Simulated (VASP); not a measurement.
# Li2O (Fm-3m) in VASP: single point with r2SCAN

Aim: the single point of Li2O with r2SCAN.

Program: VASP 6.6.1. These are calculated values, not measurements. Logs are shortened: lines on timing, memory, paths and dates and some standing lists are left out, and cuts for length are marked.

## (1) The cell of the first run

It takes space group Fm-3m (No. 225, cubic). The conventional cell has a = 4.610 Å, b = 4.610 Å, c = 4.610 Å, α = 90.00°, β = 90.00°, γ = 90.00°. Li (site symmetry -43m) has 4 O at 2.00 Å and 6 Li at 2.30 to 2.31 Å within 2.6 Å. O (site symmetry m-3m) has 8 Li at 2.00 Å within 2.6 Å.

## (2) Single point, r2SCAN

The input, POSCAR:

```
Li2O
1.0
    0.0000000000      2.3050000000      2.3050000000
    2.3050000000      0.0000000000      2.3050000000
    2.3050000000      2.3050000000      0.0000000000
Li O
2 1
Direct
    0.2500000000      0.2500000000      0.2500000000
    0.7500000000      0.7500000000      0.7500000000
    0.0000000000      0.0000000000      0.0000000000
```

The input, INCAR.step1:

```
PREC = Accurate
ENCUT = 830
ISMEAR = 0
SIGMA = 0.01
LREAL = False
LASPH = True
NELM = 120
NBANDS = 13
GGA = PE
ALGO = Normal
EDIFF = 1E-5
LWAVE = True
LCHARG = False
GGA_COMPAT = False
```

The input, INCAR.step2:

```
PREC = Accurate
ENCUT = 830
EDIFF = 1E-6
ISMEAR = 0
SIGMA = 0.01
LREAL = False
LASPH = True
NELM = 120
ALGO = Normal
ISIF = 2
LWAVE = False
LCHARG = True
METAGGA = R2SCAN
LMIXTAU = True
LELF = True
LVHAR = True
NBANDS = 13
ISTART = 1
GGA_COMPAT = False
```

The input, KPOINTS:

```
regular mesh
0
Gamma
  8 8 8
```

Potentials or basis: VASP PAW PBE potentials, release 64 (Li_sv, O).

Command:

```
$ cat potpaw_PBE.64/Li_sv/POTCAR potpaw_PBE.64/O/POTCAR > POTCAR
$ cp INCAR.step1 INCAR
$ mpirun -np 1 vasp_std > vasp.out
$ cp INCAR.step2 INCAR
$ mpirun -np 1 vasp_std > vasp.out
```

OUTCAR:

```text
PREC = Accurate
   ENCUT = 830
   EDIFF = 1E-6
   ISMEAR = 0
   LREAL = False
   LASPH = True
   NELM = 120
   ISIF = 2
   METAGGA = R2SCAN
   ISTART = 1

 ion  position               nearest neighbor table
   1  0.250  0.250  0.250-   3 2.00   3 2.00   3 2.00   3 2.00   2 2.31   2 2.31   2 2.31   2 2.31
                             2 2.31   2 2.31
   2  0.750  0.750  0.750-   3 2.00   3 2.00   3 2.00   3 2.00   1 2.31   1 2.31   1 2.31   1 2.31
                             1 2.31   1 2.31
   3  0.000  0.000  0.000-   1 2.00   2 2.00   2 2.00   2 2.00   2 2.00   1 2.00   1 2.00   1 2.00

  LATTYP: Found a face centered cubic cell.
 ALAT       =     4.6100000000

  Lattice vectors:

 A1 = (   0.0000000000,   2.3050000000,   2.3050000000)
 A2 = (   2.3050000000,   0.0000000000,   2.3050000000)
 A3 = (   2.3050000000,   2.3050000000,   0.0000000000)

Analysis of symmetry for initial positions (statically):
=====================================================================
 Subroutine PRICEL returns:
 Original cell was already a primitive cell.

 Routine SETGRP: Setting up the symmetry group for a
 face centered cubic supercell.

 Subroutine GETGRP returns: Found 48 space group operations
 (whereof 48 operations were pure point group operations)
 out of a pool of 48 trial point group operations.

The static configuration has the point symmetry O_h .

Analysis of symmetry for dynamics (positions and initial velocities):
=====================================================================
 Subroutine PRICEL returns:
 Original cell was already a primitive cell.

 Routine SETGRP: Setting up the symmetry group for a
 face centered cubic supercell.

 Subroutine GETGRP returns: Found 48 space group operations
 (whereof 48 operations were pure point group operations)
 out of a pool of 48 trial point group operations.

The dynamic configuration has the point symmetry O_h .

 Subroutine INISYM returns: Found 48 space group operations
 (whereof 48 operations are pure point group operations),
 and found     1 'primitive' translations

----------------------------------------------------------------------------------------

                                     Primitive cell

  volume of cell :      24.4930

  direct lattice vectors                    reciprocal lattice vectors
     0.000000000  2.305000000  2.305000000    -0.216919740  0.216919740  0.216919740
     2.305000000  0.000000000  2.305000000     0.216919740 -0.216919740  0.216919740
     2.305000000  2.305000000  0.000000000     0.216919740  0.216919740 -0.216919740

[... 98 lines left out ...]
   EMIN   =  10.00;   EMAX   =-10.00  energy-range for DOS
   EFERMI =   0.00;   METHOD = LEGACY
   ISMEAR =     0;   SIGMA  =   0.01  broadening in eV -4-tet -1-fermi 0-gaus
   EFERMI_NEDOS =   21; number of points for ismear=-14 and -15
   IALGO  =     38    algorithm
   IMIX   =      4    mixing-type and parameters
     AMIX     =   0.40;   BMIX     =  1.00
     AMIX_MAG =   1.60;   BMIX_MAG =  1.00
  volume/ion in A,a.u.               =       8.16        55.10
  Fermi-wavevector in a.u.,A,eV,Ry     =   1.290588  2.438858 22.662103  1.665618
  Thomas-Fermi vector in A             =   2.422410
   LORBIT       =      0    0 simple, 1 ext, 2 COOP (PROOUT), +10 PAW based schemes
   METAGGA = R2SCAN    functional components
   LHFCALC =     F    Hartree Fock is set to
   AEXX    =    0.0000 exact exchange contribution
   IVDW    =     0    specifies the selected vdW correction
   LEPSILON=     F    determine dielectric tensor
   LRPA    =     F    only Hartree local field effects (RPA)
 non-spin polarized calculation
 Gauss-broadening in eV      SIGMA  =   0.01
  energy-cutoff  :      830.00
  volume of cell :       24.49
 maximum number of plane-waves:      1363
   NGX = 15   NGY = 15   NGZ = 15

 number of electron      12.0000000 magnetization

 Free energy of the ion-electron system (eV)
  ---------------------------------------------------
  ext. energy  EPLUGINS =         0.00000000
  ---------------------------------------------------
  free energy    TOTEN  =       -16.83944734 eV

  energy without entropy =      -16.83944734  energy(sigma->0) =      -16.83944734

 E-fermi :   1.0336     XC(G=0): -10.2990

 val. band max:        0.9608194581   @ k =   0.0000   0.0000   0.0000
 cond. band min:       6.6424884394   @ k =   0.5000   0.5000   0.0000
 fundamental gap:      5.6816689814
 Fermi energy:         1.0336029006

 k-point     1 :       0.0000    0.0000    0.0000
  band No.  band energies     occupation
      1     -43.3059      2.00000
      2     -42.9815      2.00000
      3     -15.4223      2.00000
      4       0.9608      2.00000
      5       0.9608      2.00000
      6       0.9608      2.00000
      7       7.0952      0.00000
      8      14.0900      0.00000
      9      14.0900      0.00000
     10      14.0900      0.00000
     11      21.2305      0.00000
     12      21.2305      0.00000
     13      21.2305      0.00000
[... 354 lines left out ...]
  band No.  band energies     occupation
      1     -43.1278      2.00000
      2     -43.1271      2.00000
      3     -15.1907      2.00000
      4      -1.4682      2.00000
      5      -0.0352      2.00000
      6       0.1557      2.00000
      7       9.7070      0.00000
      8      12.2835      0.00000
      9      15.1545      0.00000
     10      15.5782      0.00000
     11      19.9567      0.00000
     12      20.3540      0.00000
     13      25.5771      0.00000

 [... further k-points ...]

------------------------ aborting loop because EDIFF is reached ----------------------------------------

  FORCE on cell =-STRESS in cart. coord.  units (eV):
  Direction    XX          YY          ZZ          XY          YZ          ZX
  --------------------------------------------------------------------------------------
  -------------------------------------------------------------------------------------
  Total       -0.3124727     -0.3124727     -0.3124727      0.0000000      0.0000000      0.0000000
  in kB      -20.4399547    -20.4399547    -20.4399547      0.0000000      0.0000000      0.0000000
  external PRESSURE =     -20.4399547 kB  Pullay stress =       0.0000000 kB

 VOLUME and BASIS-vectors are now :
 -----------------------------------------------------------------------------
  energy-cutoff  :      830.00
  volume of cell :       24.49
      direct lattice vectors                 reciprocal lattice vectors
     0.000000000  2.305000000  2.305000000    -0.216919740  0.216919740  0.216919740
     2.305000000  0.000000000  2.305000000     0.216919740 -0.216919740  0.216919740
     2.305000000  2.305000000  0.000000000     0.216919740  0.216919740 -0.216919740

 POSITION                                       TOTAL-FORCE (eV/Angst)
 -----------------------------------------------------------------------------------
      1.15250      1.15250      1.15250         0.000000      0.000000      0.000000
      3.45750      3.45750      3.45750        -0.000000     -0.000000     -0.000000
      0.00000      0.00000      0.00000        -0.000000     -0.000000     -0.000000
 -----------------------------------------------------------------------------------
    total drift:                                0.000000     -0.000000      0.000000

  FREE ENERGIE OF THE ION-ELECTRON SYSTEM (eV)
  ---------------------------------------------------
  free  energy   TOTEN  =       -16.8394473401 eV

  energy  without entropy=      -16.8394473401  energy(sigma->0) =      -16.83944734
```

OSZICAR.step1:

```text
N       E                     dE             d eps       ncg     rms          rms(c)
DAV:   1     0.649760943895E+02    0.64976E+02   -0.78238E+03   754   0.138E+03
DAV:   2    -0.984014250218E+01   -0.74816E+02   -0.70477E+02   887   0.289E+02
DAV:   3    -0.159972574958E+02   -0.61571E+01   -0.60919E+01  1362   0.602E+01
DAV:   4    -0.161301186872E+02   -0.13286E+00   -0.13285E+00   889   0.840E+00
DAV:   5    -0.161315552838E+02   -0.14366E-02   -0.14366E-02  1022   0.737E-01    0.748E+00
DAV:   6    -0.143908828532E+02    0.17407E+01   -0.83362E+00   819   0.153E+01    0.283E+00
DAV:   7    -0.143588962308E+02    0.31987E-01   -0.18735E-01   937   0.303E+00    0.150E+00
DAV:   8    -0.143581354541E+02    0.76078E-03   -0.68820E-02   932   0.259E+00    0.446E-01
DAV:   9    -0.143560546439E+02    0.20808E-02   -0.60664E-03   932   0.656E-01    0.135E-01
DAV:  10    -0.143564590120E+02   -0.40437E-03   -0.90374E-04   879   0.232E-01    0.546E-02
DAV:  11    -0.143564344074E+02    0.24605E-04   -0.46139E-05  1031   0.736E-02    0.132E-02
DAV:  12    -0.143564364536E+02   -0.20462E-05   -0.60850E-06   883   0.246E-02
   1 F= -.14356436E+02 E0= -.14356436E+02  d E =-.574854E-23
```

Wall time 68 s (1 thread of Intel Xeon 6975P-C (Granite Rapids), shared host); peak memory 0.18 GiB.

Results:

```
Free energy            : -16.8394 eV
Pressure               : -2.0 GPa
Band gap on the k mesh : 5.68 eV (least direct gap 6.13 eV)
```

Levels at points of the mesh, in eV from the valence-band top:
```
           k point  band 4  band 5  band 6  band 7  band 8  band 9
(0.00, 0.00, 0.00)    0.00    0.00    0.00    6.13   13.13   13.13
(0.50, 0.00, 0.00)   -2.74   -0.45   -0.45   10.11   10.90   13.09
(0.50, 0.50, 0.00)   -1.57   -1.39   -1.39    5.68   14.80   14.80
```

Caveat: the PAW data sets were made with another functional, which shifts forces and pressure a little. A k mesh can miss the band edges.
